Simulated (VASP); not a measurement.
Input of a VASP 6.6.1 run:

Contents of POSCAR:

```
InP
1.0
    0.0000000000      2.8649618471      2.9092653808
    2.8649618471      0.0000000000      2.9092653808
    2.8649618471      2.8649618471      0.0000000000
In P
1 1
Direct
    0.0000000000      0.0000000000      0.0000000000
    0.7500000000      0.7500000000      0.7500000000
```

INCAR.step1

```
SYSTEM = InP
PREC = Accurate
ENCUT = 520
ISMEAR = 0
SIGMA = 0.05
LREAL = .False.
LASPH = .True.
NELM = 60
NBANDS = 16
GGA = PE
ALGO = Normal
EDIFF = 1E-4
LWAVE = .True.
LCHARG = .False.
```

The input INCAR.step2:

```
SYSTEM = InP
PREC = Accurate
ENCUT = 520
EDIFF = 1E-6
ISMEAR = 0
SIGMA = 0.05
LREAL = .False.
LASPH = .True.
NELM = 60
ALGO = Normal
ISIF = 2
LWAVE = .False.
LCHARG = .True.
METAGGA = R2SCAN
LMIXTAU = .True.
LELF = .True.
LVHAR = .True.
NBANDS = 16
ISTART = 1
```

KPOINTS

```
regular mesh
0
Gamma
  8 8 8
  0 0 0
```

Potentials or basis: VASP PAW PBE potentials, release 64 (In_d, P).

Launch:

```console
$ cat potpaw_PBE.64/In_d/POTCAR potpaw_PBE.64/P/POTCAR > POTCAR
$ cp INCAR.step1 INCAR
$ mpirun -np 1 vasp_std > vasp.out
$ cp INCAR.step2 INCAR
$ mpirun -np 1 vasp_std > vasp.out
```

Q: Predict the pressure.

A: 6.0 GPa.

Q: Estimate the band gap on the k mesh.

A: 1.45 eV.

Stress tensor (GPa, compression positive):
```
6.24 0.00 0.00
0.00 6.24 0.00
0.00 0.00 5.58
```

Caveat: the cell differs from its parent crystal (strain -0.030 along x and y, -0.015 along z); the cell stands under pressure; the PAW data sets were made with another functional, which shifts forces and pressure a little; spin-orbit coupling is left out, which moves the levels of the heavy elements. A k mesh can miss the band edges.
